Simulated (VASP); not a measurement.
# CuI (P4/nmm) in VASP: notebook

Runs on CuI. Level: PBEsol. Tasks: single point.

Program: VASP 6.6.1. These are calculated values, not measurements. Logs are shortened: lines on timing, memory, paths and dates and some standing lists are left out, and cuts for length are marked.

### 1 The cell of the first run

The structure is tetragonal, space group P4/nmm (No. 129). Conventional cell: a = 3.693 Å, b = 3.693 Å, c = 5.438 Å, α = 90.00°, β = 90.00°, γ = 90.00°. I (site symmetry 4mm) has 4 Cu at 2.51 Å and 4 I at 3.31 Å within 3.4 Å. Cu (site symmetry -4m2) has 4 I at 2.51 Å and 4 Cu at 2.61 Å within 3.3 Å.

### 2 Single point, PBEsol

Input file INCAR:

```
SYSTEM = CuI
PREC = Accurate
ENCUT = 520
EDIFF = 1E-6
ISMEAR = -1
SIGMA = 0.05
LREAL = .False.
LASPH = .True.
NELM = 80
ALGO = Normal
ISIF = 2
LWAVE = .False.
LCHARG = .False.
GGA = PS
NBANDS = 26
```

Input file KPOINTS:

```
regular mesh
0
Gamma
  7 7 4
  0 0 0
```

Input file POSCAR:

```
CuI
1.0
    3.6926460772      0.0000000000      0.0000000000
    0.0000000000      3.6926460772      0.0000000000
    0.0000000000      0.0000000000      5.4381998012
I Cu
2 2
Direct
    0.0000000000      0.5000000000      0.6865453864
    0.5000000000      0.0000000000      0.3134546136
    0.0000000000      0.0000000000      0.0000000000
    0.5000000000      0.5000000000      0.0000000000
```

Potentials or basis: VASP PAW PBE potentials, release 64 (I, Cu).

Run with:

```bash
cat potpaw_PBE.64/I/POTCAR potpaw_PBE.64/Cu/POTCAR > POTCAR
mpirun -np 1 vasp_std > vasp.out
```

OUTCAR:

```text
SYSTEM = CuI
   PREC = Accurate
   ENCUT = 520
   EDIFF = 1E-6
   ISMEAR = -1
   LREAL = .False.
   LASPH = .True.
   NELM = 80
   ISIF = 2
   GGA = PS

 ion  position               nearest neighbor table
   1  0.000  0.500  0.687-   3 2.51   4 2.51   3 2.51   4 2.51   2 3.31   2 3.31   2 3.31   2 3.31

   2  0.500  0.000  0.313-   3 2.51   4 2.51   4 2.51   3 2.51   1 3.31   1 3.31   1 3.31   1 3.31

   3  0.000  0.000  0.000-   1 2.51   2 2.51   1 2.51   2 2.51   4 2.61   4 2.61   4 2.61   4 2.61

   4  0.500  0.500  0.000-   1 2.51   2 2.51   2 2.51   1 2.51   3 2.61   3 2.61   3 2.61   3 2.61

  LATTYP: Found a simple tetragonal cell.
 ALAT       =     3.6926460772
 C/A-ratio  =     1.4727108116

  Lattice vectors:

 A1 = (   3.6926460772,   0.0000000000,   0.0000000000)
 A2 = (   0.0000000000,   3.6926460772,   0.0000000000)
 A3 = (   0.0000000000,   0.0000000000,   5.4381998012)

Analysis of symmetry for initial positions (statically):
=====================================================================
 Subroutine PRICEL returns:
 Original cell was already a primitive cell.

 Routine SETGRP: Setting up the symmetry group for a
 simple tetragonal supercell.

 Subroutine GETGRP returns: Found 16 space group operations
 (whereof  8 operations were pure point group operations)
 out of a pool of 16 trial point group operations.

The static configuration has the point symmetry D_2d.
 The point group associated with its full space group is D_4h.

Analysis of symmetry for dynamics (positions and initial velocities):
=====================================================================
 Subroutine PRICEL returns:
 Original cell was already a primitive cell.

 Routine SETGRP: Setting up the symmetry group for a
 simple tetragonal supercell.

 Subroutine GETGRP returns: Found 16 space group operations
 (whereof  8 operations were pure point group operations)
 out of a pool of 16 trial point group operations.

The dynamic configuration has the point symmetry D_2d.
 The point group associated with its full space group is D_4h.

 Subroutine INISYM returns: Found 16 space group operations
 (whereof  8 operations are pure point group operations),
 and found     1 'primitive' translations

----------------------------------------------------------------------------------------

                                     Primitive cell

  volume of cell :      74.1533

  direct lattice vectors                    reciprocal lattice vectors
     3.692646077  0.000000000  0.000000000     0.270808515  0.000000000  0.000000000
     0.000000000  3.692646077  0.000000000     0.000000000  0.270808515  0.000000000
     0.000000000  0.000000000  5.438199801     0.000000000  0.000000000  0.183884380

  length of vectors
     3.692646077  3.692646077  5.438199801     0.270808515  0.270808515  0.183884380

  position of ions in fractional coordinates (direct lattice)
     0.000000000  0.500000000  0.686545386
     0.500000000  0.000000000  0.313454614
     0.000000000  0.000000000  0.000000000
     0.500000000  0.500000000  0.000000000

  ion indices of the primitive-cell ions
   primitive index   ion index
                 1           1
                 2           2
                 3           3
                 4           4

----------------------------------------------------------------------------------------

 KPOINTS: regular mesh

Automatic generation of k-mesh.
 Grid dimensions read from file:
 generate k-points for:    7    7    4

 Generating k-lattice:

  Cartesian coordinates                     Fractional coordinates (reciprocal lattice)
     0.038686931  0.000000000  0.000000000     0.142857143  0.000000000  0.000000000
     0.000000000  0.038686931  0.000000000     0.000000000  0.142857143  0.000000000
     0.000000000  0.000000000  0.045971095     0.000000000  0.000000000  0.250000000

  Length of vectors
     0.038686931  0.038686931  0.045971095

  Shift w.r.t. Gamma in fractional coordinates (k-lattice)
     0.000000000  0.000000000  0.000000000

 Subroutine IBZKPT returns following result:
 ===========================================

 Found     30 irreducible k-points:

 Following reciprocal coordinates:
            Coordinates               Weight
  0.000000  0.000000  0.000000      1.000000
  0.142857  0.000000  0.000000      4.000000
  0.285714  0.000000  0.000000      4.000000
  0.428571  0.000000  0.000000      4.000000
  0.142857  0.142857  0.000000      4.000000
  0.285714  0.142857  0.000000      8.000000
[... 16 lines left out ...]
  0.285714  0.000000  0.500000      4.000000
  0.428571  0.000000  0.500000      4.000000
 [... further k-points ...]
   k-points           NKPTS =     30   k-points in BZ     NKDIM =     30   number of bands    NBANDS=     26
   number of dos      NEDOS =    301   number of ions     NIONS =      4
   total plane-waves  NPLWV =  31360
   dimension x,y,z NGX =    28 NGY =   28 NGZ =   40
   dimension x,y,z NGXF=    56 NGYF=   56 NGZF=   80
   ions per type =               2   2
   NGX,Y,Z   is equivalent  to a cutoff of  12.61, 12.61, 12.23 a.u.
   NGXF,Y,Z  is equivalent  to a cutoff of  25.21, 25.21, 24.46 a.u.
 SYSTEM =  CuI
   PREC   = accura    normal or accurate (medium, high low for compatibility)
   ISTART =      0    job   : 0-new  1-cont  2-samecut
   ICHARG =      2    charge: 1-file 2-atom 10-const
   ISPIN  =      1    spin polarized calculation?
   LNONCOLLINEAR =      F non collinear calculations
   LSORBIT =      F    spin-orbit coupling
   LASPH  =      T    aspherical Exc in radial PAW
   ENCUT  =  520.0 eV  38.22 Ry    6.18 a.u.   6.87  6.87 10.11*2*pi/ulx,y,z
   NELM   =     80;   NELMIN=  2; NELMDL= -5     # of ELM steps
   EDIFF  = 0.1E-05   stopping-criterion for ELM
   LREAL  =      F    real-space projection
   EDIFFG = 0.1E-04   stopping-criterion for IOM
   NSW    =      0    number of steps for IOM
   IBRION =     -1    ionic relax: 0-MD 1-quasi-New 2-CG
   NFREE  =      0    steps in history (QN), initial steepest desc. (CG)
   ISIF   =      2    stress and relaxation
   ISYM   =      2    0-nonsym 1-usesym 2-fastsym
   POTIM  = 0.5000    time-step for ionic-motion
   TEBEG  =    0.0;   TEEND  =   0.0 temperature during run
   PSTRESS=    0.0 pullay stress
   NELECT =      36.0000    total number of electrons
   NUPDOWN=      -1.0000    fix difference up-down
   EMIN   =  10.00;   EMAX   =-10.00  energy-range for DOS
   EFERMI =   0.00;   METHOD = LEGACY
   ISMEAR =    -1;   SIGMA  =   0.05  broadening in eV -4-tet -1-fermi 0-gaus
   EFERMI_NEDOS =   21; number of points for ismear=-14 and -15
   IALGO  =     38    algorithm
   IMIX   =      4    mixing-type and parameters
     AMIX     =   0.40;   BMIX     =  1.00
     AMIX_MAG =   1.60;   BMIX_MAG =  1.00
  volume/ion in A,a.u.               =      18.54       125.10
  Fermi-wavevector in a.u.,A,eV,Ry     =   1.286665  2.431444 22.524538  1.655507
  Thomas-Fermi vector in A             =   2.418726
   LORBIT       =      0    0 simple, 1 ext, 2 COOP (PROOUT), +10 PAW based schemes
   GGA     = PS    functional components
   LHFCALC =     F    Hartree Fock is set to
   AEXX    =    0.0000 exact exchange contribution
   IVDW    =     0    specifies the selected vdW correction
   LEPSILON=     F    determine dielectric tensor
   LRPA    =     F    only Hartree local field effects (RPA)
 non-spin polarized calculation
  energy-cutoff  :      520.00
  volume of cell :       74.15
 maximum number of plane-waves:      2020
 NGX is ok and might be reduce to    28
   NGX = 13   NGY = 13   NGZ = 21

 number of electron      36.0000018 magnetization

 Free energy of the ion-electron system (eV)
  ---------------------------------------------------
  ext. energy  EPLUGINS =         0.00000000
  ---------------------------------------------------
  free energy    TOTEN  =       -11.47136976 eV

  energy without entropy =      -11.47136944  energy(sigma->0) =      -11.47136960

 E-fermi :  10.2783     XC(G=0): -11.2875

 val. band max:        9.7028285987   @ k =   0.0000   0.0000   0.0000
 cond. band min:      10.8823463674   @ k =   0.4286   0.4286   0.0000
 fundamental gap:      1.1795177687
 Fermi energy:        10.2783411001

 k-point     1 :       0.0000    0.0000    0.0000
  band No.  band energies     occupation
      1      -6.8992      2.00000
      2      -4.6006      2.00000
      3       1.1503      2.00000
      4       4.4468      2.00000
      5       4.5930      2.00000
      6       4.5930      2.00000
[... 18 lines left out ...]
     25      17.6429      0.00000
     26      19.1246      0.00000

 k-point     2 :       0.1429    0.0000    0.0000
  band No.  band energies     occupation
      1      -6.7397      2.00000
      2      -4.6033      2.00000
      3       1.3559      2.00000
      4       3.9898      2.00000
      5       4.3364      2.00000
      6       4.5097      2.00000
[... 18 lines left out ...]
     25      18.3044      0.00000
     26      18.6273      0.00000

 k-point     3 :       0.2857    0.0000    0.0000
  band No.  band energies     occupation
      1      -6.2909      2.00000
      2      -4.6966      2.00000
      3       1.9217      2.00000
      4       2.7861      2.00000
      5       3.6691      2.00000
      6       4.5365      2.00000
[... 18 lines left out ...]
     25      17.1241      0.00000
     26      18.8315      0.00000

 k-point     4 :       0.4286    0.0000    0.0000
  band No.  band energies     occupation
      1      -5.6583      2.00000
      2      -5.0506      2.00000
      3       2.2527      2.00000
      4       2.3684      2.00000
      5       3.3540      2.00000
      6       4.1141      2.00000
[... 18 lines left out ...]
     25      17.5028      0.00000
     26      17.6167      0.00000
[... 496 lines left out ...]
      1      -6.2663      2.00000
      2      -5.3902      2.00000
      3       2.6931      2.00000
      4       2.7514      2.00000
      5       4.1208      2.00000
      6       4.1839      2.00000
[... 18 lines left out ...]
     25      15.3149      0.00000
     26      18.0054      0.00000

 k-point    23 :       0.2857    0.0000    0.5000
  band No.  band energies     occupation
      1      -5.8991      2.00000
      2      -5.2108      2.00000
      3       1.7739      2.00000
      4       2.2234      2.00000
      5       4.3518      2.00000
      6       4.4977      2.00000
[... 18 lines left out ...]
     25      16.4847      0.00000
     26      17.8649      0.00000

 k-point    24 :       0.4286    0.0000    0.5000
  band No.  band energies     occupation
      1      -5.4472      2.00000
      2      -5.1692      2.00000
      3       1.2097      2.00000
      4       1.4676      2.00000
      5       4.6681      2.00000
      6       4.7459      2.00000
[... 18 lines left out ...]
     25      16.6943      0.00000
     26      16.8398      0.00000

 [... further k-points ...]

------------------------ aborting loop because EDIFF is reached ----------------------------------------

  FORCE on cell =-STRESS in cart. coord.  units (eV):
  Direction    XX          YY          ZZ          XY          YZ          ZX
  --------------------------------------------------------------------------------------
  -------------------------------------------------------------------------------------
  Total        9.3598166      9.3598166      9.3299182      0.0000000      0.0000000      0.0000000
  in kB      202.2308425    202.2308425    201.5848509      0.0000000      0.0000000      0.0000000
  external PRESSURE =     202.0155120 kB  Pullay stress =       0.0000000 kB

 VOLUME and BASIS-vectors are now :
 -----------------------------------------------------------------------------
  energy-cutoff  :      520.00
  volume of cell :       74.15
      direct lattice vectors                 reciprocal lattice vectors
     3.692646077  0.000000000  0.000000000     0.270808515  0.000000000  0.000000000
     0.000000000  3.692646077  0.000000000     0.000000000  0.270808515  0.000000000
     0.000000000  0.000000000  5.438199801     0.000000000  0.000000000  0.183884380

 POSITION                                       TOTAL-FORCE (eV/Angst)
 -----------------------------------------------------------------------------------
      0.00000      1.84632      3.73357        -0.000000     -0.000000     -0.023922
      1.84632      0.00000      1.70463        -0.000000      0.000000      0.023922
      0.00000      0.00000      0.00000        -0.000000      0.000000      0.000000
      1.84632      1.84632      0.00000         0.000000      0.000000      0.000000
 -----------------------------------------------------------------------------------
    total drift:                                0.000000      0.000000     -0.000000

  FREE ENERGIE OF THE ION-ELECTRON SYSTEM (eV)
  ---------------------------------------------------
  free  energy   TOTEN  =       -11.4713697620 eV

  energy  without entropy=      -11.4713694392  energy(sigma->0) =      -11.47136960
```

Run time: 50 s. Hardware: 1 thread of Oxide Virtual Turin-like, shared host; peak memory 0.17 GiB.

What came out:

```
Free energy            : -11.4714 eV
Pressure               : 20.2 GPa
Largest force          : 0.024 eV/Å
Band gap on the k mesh : 1.18 eV (least direct gap 1.53 eV)
```

Forces on the atoms (eV/Å):
```
I    0.000  0.000 -0.024
I    0.000  0.000  0.024
Cu   0.000  0.000  0.000
Cu   0.000  0.000  0.000
```

Caveat: the cell stands under pressure; the PAW data sets were made with another functional, which shifts forces and pressure a little; spin-orbit coupling is left out, which moves the levels of the heavy elements.

### 3 Single point, PBEsol

This run uses another cell than the first one, of 20.42 Å³/atom.

Input file INCAR:

```
ALGO = Normal
EDIFF = 1E-6
ENCUT = 520
GGA = PS
ISIF = 2
ISMEAR = -1
LASPH = T
LCHARG = F
LREAL = F
LWAVE = F
NBANDS = 26
NELM = 60
PREC = Accurate
SIGMA = 0.05
```

Input file KPOINTS:

```
k-points
0
Gamma
  7 7 4
```

Input file POSCAR:

```
CuI
1.0
    3.8024157804      0.0000000000      0.0000000000
    0.0000000000      3.8024157804      0.0000000000
    0.0000000000      0.0000000000      5.6479809208
I Cu
2 2
Direct
    0.0000000000      0.5000000000      0.6973472552
    0.5000000000      0.0000000000      0.3026527448
    0.0000000000      0.0000000000      0.0000000000
    0.5000000000      0.5000000000      0.0000000000
```

Potentials or basis: VASP PAW PBE potentials, release 64 (I, Cu).

Run with:

```bash
cat potpaw_PBE.64/I/POTCAR potpaw_PBE.64/Cu/POTCAR > POTCAR
mpirun -np 1 vasp_std > vasp.out
```

OUTCAR:

```text
EDIFF = 1E-6
   ENCUT = 520
   GGA = PS
   ISIF = 2
   ISMEAR = -1
   LASPH = T
   LREAL = F
   NELM = 60
   PREC = Accurate

 ion  position               nearest neighbor table
   1  0.000  0.500  0.697-   3 2.56   4 2.56   3 2.56   4 2.56   2 3.49   2 3.49   2 3.49   2 3.49

   2  0.500  0.000  0.303-   3 2.56   4 2.56   4 2.56   3 2.56   1 3.49   1 3.49   1 3.49   1 3.49

   3  0.000  0.000  0.000-   1 2.56   2 2.56   1 2.56   2 2.56   4 2.69   4 2.69   4 2.69   4 2.69

[... 899 lines left out ...]
  Direction    XX          YY          ZZ          XY          YZ          ZX
  --------------------------------------------------------------------------------------
  -------------------------------------------------------------------------------------
  Total        5.1859988      5.1859988      5.1430721      0.0000000      0.0000000     -0.0000000
  in kB      101.7490978    101.7490978    100.9068774      0.0000000      0.0000000     -0.0000000
  external PRESSURE =     101.4683577 kB  Pullay stress =       0.0000000 kB

 VOLUME and BASIS-vectors are now :
 -----------------------------------------------------------------------------
  energy-cutoff  :      520.00
  volume of cell :       81.66
      direct lattice vectors                 reciprocal lattice vectors
     3.802415780  0.000000000  0.000000000     0.262990703  0.000000000  0.000000000
     0.000000000  3.802415780  0.000000000     0.000000000  0.262990703  0.000000000
     0.000000000  0.000000000  5.647980921     0.000000000  0.000000000  0.177054422

 POSITION                                       TOTAL-FORCE (eV/Angst)
 -----------------------------------------------------------------------------------
      0.00000      1.90121      3.93860         0.000000      0.000000     -0.023888
      1.90121      0.00000      1.70938         0.000000     -0.000000      0.023888
      0.00000      0.00000      0.00000         0.000000     -0.000000      0.000000
      1.90121      1.90121      0.00000        -0.000000     -0.000000      0.000000
 -----------------------------------------------------------------------------------
    total drift:                                0.000000      0.000000     -0.000000

  FREE ENERGIE OF THE ION-ELECTRON SYSTEM (eV)
  ---------------------------------------------------
  free  energy   TOTEN  =       -12.1612605456 eV

  energy  without entropy=      -12.1612605356  energy(sigma->0) =      -12.16126054
```

stdout:

```text
POSCAR found type information on POSCAR I Cu
 POSCAR found :  2 types and       4 ions
 scaLAPACK will be used
 -----------------------------------------------------------------------------
|                                                                             |
|                                                                             |
|     You enforced a specific xc type in the INCAR file but a different       |
|     I HOPE YOU KNOW WHAT YOU ARE DOING!                                     |
|                                                                             |
 -----------------------------------------------------------------------------

 LDA part: xc-table for (Slater+PW92), standard interpolation
 POSCAR, INCAR and KPOINTS ok, starting setup
 FFT: planning ... GRIDC
 FFT: planning ... GRID_SOFT
 FFT: planning ... GRID
 WAVECAR not read
 entering main loop
```

Wall time 48 s (1 thread of Oxide Virtual Turin-like, shared host); peak memory 0.17 GiB.

What came out:

```
Free energy            : -12.1613 eV
Pressure               : 10.1 GPa
Largest force          : 0.024 eV/Å
Band gap on the k mesh : 1.50 eV
```

Forces on the atoms (eV/Å):
```
I    0.000  0.000 -0.024
I    0.000  0.000  0.024
Cu   0.000  0.000  0.000
Cu   0.000  0.000  0.000
```

Caveat: the cell stands under pressure; the PAW data sets were made with another functional, which shifts forces and pressure a little; spin-orbit coupling is left out, which moves the levels of the heavy elements.
